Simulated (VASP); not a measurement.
Hf3NbO2, 6 atoms in the cell. It takes space group P-3m1 (No. 164, trigonal). Conventional cell: a = 3.352 Å, b = 3.352 Å, c = 10.638 Å, α = 90.00°, β = 90.00°, γ = 120.00°. Within 3.0 Å of Hf (site symmetry 3m) lie 1 O at 2.18 Å and 3 Nb at 2.98 Å. Within 2.8 Å of Hf (site symmetry -3m) lie 6 O at 2.12 Å. Nb (site symmetry -3m) has 6 Hf at 2.98 Å and 6 Nb at 3.35 Å within 3.9 Å. O (site symmetry 3m) has 4 Hf at 2.12 to 2.18 Å and 3 O at 2.61 Å within 2.8 Å. The cell was built from a structure type or drawn by symmetry, and may not be a known phase.

| Quantity | Value |
| --- | --- |
| Program | VASP 6.6.1 |
| Task | single point |
| Functional | PBE |
| Potentials or basis | VASP PAW PBE potentials, release 64 (Hf_pv, Nb_sv, O) |
| Cutoff | 520 eV |
| k mesh | 6 × 6 × 4 |
| Occupations | gaussian, width 0.1 eV |
| Spin | no spin polarisation |
| Dipole correction | no |
| Further INCAR settings | ALGO = Normal; EDIFF = 1e-06; NBANDS = 36 |

Potentials or basis: VASP PAW PBE potentials, release 64 (Hf_pv, Nb_sv, O).

The run is started by

```sh
$ cat potpaw_PBE.64/Hf_pv/POTCAR potpaw_PBE.64/Nb_sv/POTCAR potpaw_PBE.64/O/POTCAR > POTCAR
$ mpirun -np 1 vasp_std > vasp.out
```

Hardware: 1 thread of Intel(R) Xeon(R) 6975P-C (Granite Rapids), with other jobs on the host.

Question: How long does it take, and how much memory?

Answer: Wall time 76 s on 1 thread of Intel(R) Xeon(R) 6975P-C (Granite Rapids) (shared host), peak memory 0.28 GiB. Counts: scf iterations 18, k points 24.
